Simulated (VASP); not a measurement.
Input of a VASP 6.6.1 run:

The input INCAR:

```
SYSTEM = C
PREC = Accurate
ENCUT = 520
EDIFF = 1E-7
ISMEAR = 0
SIGMA = 0.1
LREAL = .FALSE.
LASPH = .TRUE.
NELM = 60
ALGO = Normal
ISIF = 2
LWAVE = .FALSE.
LCHARG = .FALSE.
GGA = PE
NBANDS = 16
```

File KPOINTS:

```
Automatic mesh
0
Gamma
  12 12 4
  0.5 0.5 0.5
```

Contents of POSCAR:

```
C
1.0
    1.2280479700     -2.1270618200      0.0000000000
    1.2280479700      2.1270618200      0.0000000000
    0.0000000000      0.0000000000      7.1732677600
C
4
Direct
    0.0833794600      0.9166205400      0.7531376000
    0.5833794600      0.4166205400      0.2468624000
    0.9166205400      0.0833794600      0.2468624000
    0.4166205400      0.5833794600      0.7531376000
```

Potentials or basis: VASP PAW PBE potentials, release 64 (C).

Launch:

```sh
$ cat potpaw_PBE.64/C/POTCAR > POTCAR
$ mpirun -np 1 vasp_std > vasp.out
```

(1) Predict the largest force.

(2) Estimate the pressure.

Answers

(1) 0.027 eV/Å.

(2) 4.2 GPa.

Caveat: the cell stands under pressure; this functional lacks dispersion, which binds layers or chains, so the pressure and a relaxed spacing across them are unreliable.
